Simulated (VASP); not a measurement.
# Be2Si (Fm-3m) in VASP: notebook

Be2Si is run at these levels: PBE; tasks: single point.

Program: VASP 6.6.1. These are calculated values, not measurements. Logs are shortened: lines on timing, memory, paths and dates and some standing lists are left out, and cuts for length are marked.

### Step 1. The cell of the first run

The structure is cubic, space group Fm-3m (No. 225). The conventional cell has a = 5.245 Å, b = 5.245 Å, c = 5.245 Å, α = 90.00°, β = 90.00°, γ = 90.00°. Within 3.0 Å of Si (site symmetry m-3m) lie 8 Be at 2.27 Å. Within 3.0 Å of Be (site symmetry -43m) lie 4 Si at 2.27 Å and 6 Be at 2.62 Å.

### Step 2. Single point, PBE

INCAR reads:

```
  ALGO = Normal
  EDIFF = 1E-6
  ENCUT = 520
  GGA = PE
  ISIF = 2
  ISMEAR = -1
  LASPH = True
  LCHARG = False
  LREAL = False
  LWAVE = False
  NBANDS = 11
  NELM = 80
  PREC = Accurate
  SIGMA = 0.05
```

KPOINTS reads:

```
k-points
0
Gamma
  9 9 9
```

POSCAR reads:

```
Be2Si
1.0
    0.0000000000      2.6222813453      2.6222813453
    2.6222813453      0.0000000000      2.6222813453
    2.6222813453      2.6222813453      0.0000000000
Si Be
1 2
Direct
    0.0000000000      0.0000000000      0.0000000000
    0.2500000000      0.2500000000      0.2500000000
    0.7500000000      0.7500000000      0.7500000000
```

Potentials or basis: VASP PAW PBE potentials, release 64 (Si, Be).

On the command line:

```bash
> cat potpaw_PBE.64/Si/POTCAR potpaw_PBE.64/Be/POTCAR > POTCAR
> mpirun -np 1 vasp_std > vasp.out
```

OUTCAR:

```text
EDIFF = 1E-6
   ENCUT = 520
   GGA = PE
   ISIF = 2
   ISMEAR = -1
   LASPH = True
   LREAL = False
   NELM = 80
   PREC = Accurate

 ion  position               nearest neighbor table
   1  0.000  0.000  0.000-   2 2.27   3 2.27   3 2.27   3 2.27   3 2.27   2 2.27   2 2.27   2 2.27

   2  0.250  0.250  0.250-   1 2.27   1 2.27   1 2.27   1 2.27
   3  0.750  0.750  0.750-   1 2.27   1 2.27   1 2.27   1 2.27

  LATTYP: Found a face centered cubic cell.
 ALAT       =     5.2445626906

  Lattice vectors:

 A1 = (   0.0000000000,   2.6222813453,   2.6222813453)
 A2 = (   2.6222813453,   0.0000000000,   2.6222813453)
 A3 = (   2.6222813453,   2.6222813453,   0.0000000000)

Analysis of symmetry for initial positions (statically):
=====================================================================
 Subroutine PRICEL returns:
 Original cell was already a primitive cell.

 Routine SETGRP: Setting up the symmetry group for a
 face centered cubic supercell.

 Subroutine GETGRP returns: Found 48 space group operations
 (whereof 48 operations were pure point group operations)
 out of a pool of 48 trial point group operations.

The static configuration has the point symmetry O_h .

Analysis of symmetry for dynamics (positions and initial velocities):
=====================================================================
 Subroutine PRICEL returns:
 Original cell was already a primitive cell.

 Routine SETGRP: Setting up the symmetry group for a
 face centered cubic supercell.

 Subroutine GETGRP returns: Found 48 space group operations
 (whereof 48 operations were pure point group operations)
 out of a pool of 48 trial point group operations.

The dynamic configuration has the point symmetry O_h .

 Subroutine INISYM returns: Found 48 space group operations
 (whereof 48 operations are pure point group operations),
 and found     1 'primitive' translations

----------------------------------------------------------------------------------------

                                     Primitive cell

  volume of cell :      36.0635

  direct lattice vectors                    reciprocal lattice vectors
     0.000000000  2.622281345  2.622281345    -0.190673667  0.190673667  0.190673667
     2.622281345  0.000000000  2.622281345     0.190673667 -0.190673667  0.190673667
     2.622281345  2.622281345  0.000000000     0.190673667  0.190673667 -0.190673667

  length of vectors
     3.708465843  3.708465843  3.708465843     0.330256479  0.330256479  0.330256479

[... 85 lines left out ...]
   NSW    =      0    number of steps for IOM
   IBRION =     -1    ionic relax: 0-MD 1-quasi-New 2-CG
   NFREE  =      0    steps in history (QN), initial steepest desc. (CG)
   ISIF   =      2    stress and relaxation
   ISYM   =      2    0-nonsym 1-usesym 2-fastsym
   POTIM  = 0.5000    time-step for ionic-motion
   TEBEG  =    0.0;   TEEND  =   0.0 temperature during run
   PSTRESS=    0.0 pullay stress
   NELECT =       8.0000    total number of electrons
   NUPDOWN=      -1.0000    fix difference up-down
   EMIN   =  10.00;   EMAX   =-10.00  energy-range for DOS
   EFERMI =   0.00;   METHOD = LEGACY
   ISMEAR =    -1;   SIGMA  =   0.05  broadening in eV -4-tet -1-fermi 0-gaus
   EFERMI_NEDOS =   21; number of points for ismear=-14 and -15
   IALGO  =     38    algorithm
   IMIX   =      4    mixing-type and parameters
     AMIX     =   0.40;   BMIX     =  1.00
     AMIX_MAG =   1.60;   BMIX_MAG =  1.00
  volume/ion in A,a.u.               =      12.02        81.12
  Fermi-wavevector in a.u.,A,eV,Ry     =   0.991020  1.872755 13.362550  0.982120
  Thomas-Fermi vector in A             =   2.122731
   LORBIT       =      0    0 simple, 1 ext, 2 COOP (PROOUT), +10 PAW based schemes
   GGA     = PE    functional components
   LHFCALC =     F    Hartree Fock is set to
   AEXX    =    0.0000 exact exchange contribution
   IVDW    =     0    specifies the selected vdW correction
   LEPSILON=     F    determine dielectric tensor
   LRPA    =     F    only Hartree local field effects (RPA)
 non-spin polarized calculation
  energy-cutoff  :      520.00
  volume of cell :       36.06
 maximum number of plane-waves:       984
   NGX = 13   NGY = 13   NGZ = 13

 number of electron       7.9999999 magnetization

 Free energy of the ion-electron system (eV)
  ---------------------------------------------------
  ext. energy  EPLUGINS =         0.00000000
  ---------------------------------------------------
  free energy    TOTEN  =       -12.24015236 eV

  energy without entropy =      -12.23736151  energy(sigma->0) =      -12.23875693

 E-fermi :   6.8714     XC(G=0): -10.0358

 val. band max:        6.7994015500   @ k =   0.3333   0.3333   0.0000
 cond. band min:       6.9177107832   @ k =  -0.4444   0.4444   0.0000
 fundamental gap:      0.1183092331
 Fermi energy:         6.8714060627

 k-point     1 :       0.0000    0.0000    0.0000
  band No.  band energies     occupation
      1      -5.3043      2.00000
      2       7.2527      0.00098
      3       7.2527      0.00098
      4       7.2527      0.00098
      5       7.7175      0.00000
      6       7.7175      0.00000
      7       7.7175      0.00000
      8      13.1606      0.00000
      9      14.3980      0.00000
     10      14.3980      0.00000
     11      14.3982      0.00000
[... 309 lines left out ...]
 k-point    24 :       0.4444    0.4444    0.0000
  band No.  band energies     occupation
      1      -2.2000      2.00000
      2       0.7505      2.00000
      3       2.9795      2.00000
      4       2.9795      2.00000
      5       6.6882      1.95006
      6       7.2990      0.00039
      7      14.4471      0.00000
      8      14.4471      0.00000
      9      17.8174      0.00000
     10      19.0220      0.00000
     11      19.0280      0.00000

 [... further k-points ...]
[... 5 lines left out ...]
  --------------------------------------------------------------------------------------
  -------------------------------------------------------------------------------------
  Total        0.5241707      0.5241707      0.5241707      0.0000000      0.0000000      0.0000000
  in kB       23.2871014     23.2871014     23.2871014      0.0000000      0.0000000      0.0000000
  external PRESSURE =      23.2871014 kB  Pullay stress =       0.0000000 kB

 VOLUME and BASIS-vectors are now :
 -----------------------------------------------------------------------------
  energy-cutoff  :      520.00
  volume of cell :       36.06
      direct lattice vectors                 reciprocal lattice vectors
     0.000000000  2.622281345  2.622281345    -0.190673667  0.190673667  0.190673667
     2.622281345  0.000000000  2.622281345     0.190673667 -0.190673667  0.190673667
     2.622281345  2.622281345  0.000000000     0.190673667  0.190673667 -0.190673667

 POSITION                                       TOTAL-FORCE (eV/Angst)
 -----------------------------------------------------------------------------------
      0.00000      0.00000      0.00000         0.000000     -0.000000     -0.000000
      1.31114      1.31114      1.31114        -0.000000     -0.000000      0.000000
      3.93342      3.93342      3.93342         0.000000      0.000000     -0.000000
 -----------------------------------------------------------------------------------
    total drift:                               -0.000000      0.000000     -0.000000

  FREE ENERGIE OF THE ION-ELECTRON SYSTEM (eV)
  ---------------------------------------------------
  free  energy   TOTEN  =       -12.2401523581 eV

  energy  without entropy=      -12.2373615061  energy(sigma->0) =      -12.23875693
```

Run time: 21 s. Hardware: 1 thread of Intel Xeon 8259CL, shared host; peak memory 0.15 GiB.

What came out:

| Property | Result |
| --- | --- |
| Free energy | -12.2402 eV |
| Pressure | 2.3 GPa |
| Band gap on the k mesh | zero (bands 4 and 5 overlap by 0.56 eV) |

Levels at points of the mesh, in eV from the Fermi level:
| k point | band 1 | band 2 | band 3 | band 4 | band 5 | band 6 | band 7 | band 8 | band 9 |
| --- | --- | --- | --- | --- | --- | --- | --- | --- | --- |
| (0.00, 0.00, 0.00) | -12.18 | 0.38 | 0.38 | 0.38 | 0.85 | 0.85 | 0.85 | 6.29 | 7.53 |

### Step 3. Single point, PBE

This run uses another cell than the first one, of 12.27 Å³/atom.

INCAR reads:

```
SYSTEM = Be2Si
ALGO = Normal ; EDIFF = 1E-6
ENCUT = 520 ; GGA = PE
ISIF = 2 ; ISMEAR = -1
LASPH = .TRUE. ; LCHARG = .FALSE.
LREAL = .FALSE. ; LWAVE = .FALSE.
NBANDS = 11 ; NELM = 60
PREC = Accurate ; SIGMA = 0.05
```

KPOINTS reads:

```
k-points
0
G
  9 9 9
  0 0 0
```

POSCAR reads:

```
Be2Si
1.0
    0.0000000000      2.6400000000      2.6400000000
    2.6400000000      0.0000000000      2.6400000000
    2.6400000000      2.6400000000      0.0000000000
Si Be
1 2
Direct
    0.0000000000      0.0000000000      0.0000000000
    0.2500000000      0.2500000000      0.2500000000
    0.7500000000      0.7500000000      0.7500000000
```

Potentials or basis: VASP PAW PBE potentials, release 64 (Si, Be).

On the command line:

```bash
> cat potpaw_PBE.64/Si/POTCAR potpaw_PBE.64/Be/POTCAR > POTCAR
> mpirun -np 1 vasp_std > vasp.out
```

Wall time 24 s (1 thread of Intel Xeon 8259CL, shared host); peak memory 0.15 GiB.

It converged, with:

```yaml
Free_energy: -12.2460 eV
Pressure: 0.2 GPa
Band_gap_on_the_k_mesh: zero (bands 4 and 5 overlap by 0.61 eV)
```

Levels at points of the mesh, in eV from the Fermi level:
```csv
k point,band 1,band 2,band 3,band 4,band 5,band 6,band 7,band 8,band 9
"(0.00, 0.00, 0.00)",-12.03,0.42,0.42,0.42,0.83,0.83,0.83,6.10,7.39
```
